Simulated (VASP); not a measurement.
Rb2As:

```
CELL_PARAMETERS angstrom
4.12003 0.00000 0.00000
0.00000 4.12003 0.00000
0.00000 0.00000 7.75640
ATOMIC_POSITIONS crystal
Rb 0.50000 0.50000 0.76055
Rb 0.50000 0.50000 0.23945
As 0.00000 0.00000 0.00000
```

| Item | Value |
| --- | --- |
| Program | VASP 6.6.1 |
| Task | relaxation of cell and atoms |
| Functional | PBE |
| Dispersion | D3(BJ) |
| Potentials or basis | VASP PAW PBE potentials, release 64 (Rb_sv, As) |
| Cutoff | 600 eV |
| k mesh | 12 × 12 × 6 |
| Occupations | gaussian, width 0.1 eV |
| Spin | no spin polarisation |

At the start: pressure 0.3 GPa; volume 43.89 Å³/atom.

How do energy, volume and symmetry change on relaxing?

Over 11 steps the energy falls by 2.4 meV/atom and the volume is 46.08 Å³/atom (+5.0 %); space group P4/mmm (No. 123, to 0.05 Å).

The path:
```tsv
step	energy change (eV)	largest force (eV/Å)	pressure (GPa)	volume (Å³)
1	0.0000	0.0141	0.25	131.66
2	-0.0020	0.0184	0.11	132.97
3	-0.0027	0.0580	-0.05	134.61
4	-0.0027	0.0538	-0.03	134.44
5	-0.0034	0.0518	-0.02	134.56
6	-0.0048	0.0470	0.01	134.90
7	-0.0056	0.0364	0.06	135.54
8	-0.0063	0.0326	0.02	136.59
9	-0.0069	0.0252	-0.05	138.61
10	-0.0072	0.0089	0.04	138.11
11	-0.0072	0.0006	0.02	138.23
```

Final structure:
```
Rb As
1.0
     4.11760    0.00000    0.00000
     0.00000    4.11760    0.00000
     0.00000    0.00000    8.15272
Rb As
2 1
Direct
  0.50000 0.50000 0.76834
  0.50000 0.50000 0.23166
  0.00000 0.00000 0.00000
```

Caveat: pairwise dispersion overbinds metals, which lowers pressure and volume.
